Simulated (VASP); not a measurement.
Write the native input for VASP 6.6.1 that does the following.

```
Task                   : relaxation of cell and atoms
Functional             : PBE
Potentials or basis    : VASP PAW PBE potentials, release 64 (Zn, S)
Cutoff                 : 600 eV
k mesh                 : 6 × 6 × 6
Occupations            : gaussian, width 0.1 eV
Spin                   : no spin polarisation
Dipole correction      : no
Further INCAR settings : ALGO = Normal; EDIFF = 1e-07; IBRION = 2; EDIFFG = -0.01; NSW = 100; ISIF = 3
```

The structure of Zn2S3 lies in POSCAR:

```
Zn2S3
1.0
    3.0890809734      1.7834817315      5.6225912607
   -3.0890809734      1.7834817315      5.6225912607
    0.0000000000     -3.5669634631      5.6225912607
Zn S
4 6
Direct
    0.8521800000      0.8521800000      0.8521800000
    0.6478200000      0.6478200000      0.6478200000
    0.1478200000      0.1478200000      0.1478200000
    0.3521800000      0.3521800000      0.3521800000
    0.0562500000      0.4437500000      0.7500000000
    0.7500000000      0.0562500000      0.4437500000
    0.4437500000      0.7500000000      0.0562500000
    0.9437500000      0.5562500000      0.2500000000
    0.2500000000      0.9437500000      0.5562500000
    0.5562500000      0.2500000000      0.9437500000
```

The input as run:

INCAR

```
SYSTEM = Zn2S3
ALGO     = Normal         ! electronic algorithm
EDIFF    = 1E-7           ! SCF threshold, eV
EDIFFG   = -0.01          ! ionic threshold
ENCUT    = 600            ! plane-wave cutoff, eV
GGA      = PE             ! functional
IBRION   = 2              ! ionic algorithm
ISIF     = 3              ! what is computed and relaxed
ISMEAR   = 0              ! smearing method
LASPH    = .True.         ! aspherical terms in the spheres
LCHARG   = .False.        ! write CHGCAR
LREAL    = .False.        ! projectors in reciprocal space
LWAVE    = .False.        ! write WAVECAR
NELM     = 60             ! most SCF steps
NSW      = 100            ! ionic steps
PREC     = Accurate       ! precision mode
SIGMA    = 0.1            ! smearing width, eV
```

KPOINTS

```
k-points
0
Gamma
  6 6 6
  0 0 0
```

Potentials or basis: VASP PAW PBE potentials, release 64 (Zn, S).

The run is started by

```console
$ cat potpaw_PBE.64/Zn/POTCAR potpaw_PBE.64/S/POTCAR > POTCAR
$ mpirun -np 1 vasp_std > vasp.out
```

It gave:

```yaml
Relaxed_volume: 18.61 Å³/atom
Relaxed_cell: a = 6.628 Å, b = 6.628 Å, c = 6.628 Å, α = 55.85°, β = 55.85°, γ = 55.85°
Space_group_after_relaxing_to_0.1_Å: R-3c (No. 167)
Energy_gained_by_relaxing: 1.7 meV/atom
Ionic_steps: 9
Pressure_after_relaxing: 0.0 GPa
Largest_force_after_relaxing: 0.005 eV/Å
Band_gap_on_the_k_mesh: zero (bands 42 and 43 overlap by 0.29 eV)
```

Caveat: semilocal functionals underestimate gaps, and a narrow one can read as zero.

Wall time 36 min on 1 thread of AMD EPYC 7R13 Processor (Zen 3), on a shared host, peak memory 0.57 GiB.
